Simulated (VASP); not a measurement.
Here is a VASP 6.6.1 calculation.

File POSCAR:

```
CdS
1.0
    4.2611695877      0.0000000000      0.0000000000
   -2.1305847939      3.6902811128      0.0000000000
    0.0000000000      0.0000000000      5.8041729400
Cd S
1 1
Direct
    0.0000000000      0.0000000000      0.4426919200
    0.6666666667      0.3333333333      0.4343080800
```

File INCAR.step1:

```
PREC     = Accurate       # precision mode
ENCUT    = 520            # plane-wave cutoff, eV
EDIFF    = 1E-5           # SCF threshold, eV
ISMEAR   = -1             # smearing method
SIGMA    = 0.05           # smearing width, eV
LREAL    = F              # projectors in reciprocal space
LASPH    = T              # aspherical terms in the spheres
NELM     = 60             # most SCF steps
ALGO     = Normal         # electronic algorithm
ISIF     = 2              # what is computed and relaxed
LWAVE    = T              # write WAVECAR
LCHARG   = F              # write CHGCAR
NBANDS   = 16             # bands
GGA      = PE             # functional
```

The input INCAR.step2:

```
PREC     = Accurate       # precision mode
ENCUT    = 520            # plane-wave cutoff, eV
EDIFF    = 1E-6           # SCF threshold, eV
ISMEAR   = -1             # smearing method
SIGMA    = 0.05           # smearing width, eV
LREAL    = F              # projectors in reciprocal space
LASPH    = T              # aspherical terms in the spheres
NELM     = 60             # most SCF steps
ALGO     = Normal         # electronic algorithm
ISIF     = 2              # what is computed and relaxed
LWAVE    = F              # write WAVECAR
LCHARG   = F              # write CHGCAR
GGA      = PE             # functional
LHFCALC  = T              # exact exchange
AEXX     = 0.25           # exact-exchange fraction
HFSCREEN = 0.15           # screening, 1/A
PRECFOCK = Normal       
NBANDS   = 16             # bands
ISTART   = 1
```

File KPOINTS:

```
regular mesh
0
Gamma
  4 4 3
```

Potentials or basis: VASP PAW PBE potentials, release 64 (Cd, S).

Run with:

```console
$ cat potpaw_PBE.64/Cd/POTCAR potpaw_PBE.64/S/POTCAR > POTCAR
$ cp INCAR.step1 INCAR
$ mpirun -np 1 vasp_std > vasp.out
$ cp INCAR.step2 INCAR
$ mpirun -np 1 vasp_std > vasp.out
```

Task: Estimate the band gap on the k mesh.

Result: 2.65 eV, indirect (the least direct gap lies 3.6 meV higher).

Task: What does it give for the pressure?

Result: -0.6 GPa.

Task: What does it give for the largest force?

Result: 0.016 eV/Å.

Forces in eV/Å, atoms in the order of the input:
```
Cd   0.000  0.000 -0.016
S    0.000  0.000  0.016
```

Caveat: the k points lie up to 0.43 Å⁻¹ apart; the PAW data sets were made with another functional, which shifts forces and pressure a little. A k mesh can miss the band edges.
